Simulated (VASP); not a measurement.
Wanted: the native input for a VASP 6.6.1 run.

- Task: single point
- Functional: PBE
- Potentials or basis: VASP PAW PBE potentials, release 64 (Si, Ge_d)
- Cutoff: 520 eV
- k mesh: 4 × 4 × 4
- Occupations: gaussian, width 0.2 eV
- Spin: no spin polarisation
- Dipole correction: no
- Further INCAR settings: ALGO = Normal; EDIFF = 1e-07; NBANDS = 86

The structure of SiGe5 lies in POSCAR:

```
SiGe5
1.0
    0.0006512476     -0.0000703571     -5.7032986999
    2.0179709999     -6.0516645387      2.8513891131
   -8.0663384542      0.0023064558      0.0008806605
Si Ge
2 10
Direct
   -0.0000254822      0.0000041498      0.5000006039
   -0.0000828786      0.9999942147     -0.0000173040
    0.3338025108      0.6676981608      0.6668775388
    0.3338875711      0.6677313267      0.1669058340
    0.9179531502      0.3274114999      0.5818681144
    0.9180095027      0.3274643498      0.0819051136
    0.6661594043      0.3322931854      0.8330917156
    0.6661002305      0.3322710953      0.3330758504
    0.5905213532      0.6725527631      0.9181137679
    0.5905695827      0.6725780853      0.4181555954
    0.2415733362      0.0000167588      0.7500267891
    0.2415317193     -0.0000155897      0.2499963810
```

These files were run (other wordings do the same):

INCAR

```
PREC = Accurate
ENCUT = 520
EDIFF = 1E-7
ISMEAR = 0
SIGMA = 0.2
LREAL = False
LASPH = True
NELM = 60
ALGO = Normal
ISIF = 2
LWAVE = False
LCHARG = False
GGA = PE
NBANDS = 86
KPAR = 4
```

KPOINTS

```
Automatic mesh
0
Gamma
  4 4 4
```

Potentials or basis: VASP PAW PBE potentials, release 64 (Si, Ge_d).

Command:

```sh
$ cat potpaw_PBE.64/Si/POTCAR potpaw_PBE.64/Ge_d/POTCAR > POTCAR
$ mpirun -np 4 vasp_std > vasp.out
```

Results of the run:

The pressure is -0.1 GPa and the largest force is 0.004 eV/Å. The band gap on the k mesh is 0.14 eV.

Caveat: semilocal functionals underestimate gaps, and a narrow one can read as zero.

Wall time 12 min on 4 MPI ranks on Oxide Virtual Turin-like Processor (shared host), peak memory 0.75 GiB a rank.
